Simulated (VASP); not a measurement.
Here is a VASP 6.6.1 calculation.

File INCAR:

```
PREC = Accurate
ENCUT = 500
EDIFF = 1E-6
ISMEAR = 0
SIGMA = 0.1
LREAL = F
LASPH = T
NELM = 120
ALGO = Normal
ISIF = 2
LWAVE = F
LCHARG = T
GGA = PE
LELF = T
LVHAR = T
NBANDS = 8
GGA_COMPAT = F
```

The input KPOINTS:

```
regular mesh
0
Gamma
  6 6 6
```

Contents of POSCAR:

```
Al
1.0
    0.0000000000      2.0194648466      2.0194648466
    2.0194648466      0.0000000000      2.0194648466
    2.0194648466      2.0194648466      0.0000000000
Al
1
Direct
    0.0000000000      0.0000000000      0.0000000000
```

Potentials or basis: VASP PAW PBE potentials, release 64 (Al).

Run with:

```bash
$ cat potpaw_PBE.64/Al/POTCAR > POTCAR
$ mpirun -np 1 vasp_std > vasp.out
```

Task: What does it give for the pressure?

Result: 0.6 GPa.

Caveat: the k points lie up to 0.45 Å⁻¹ apart.
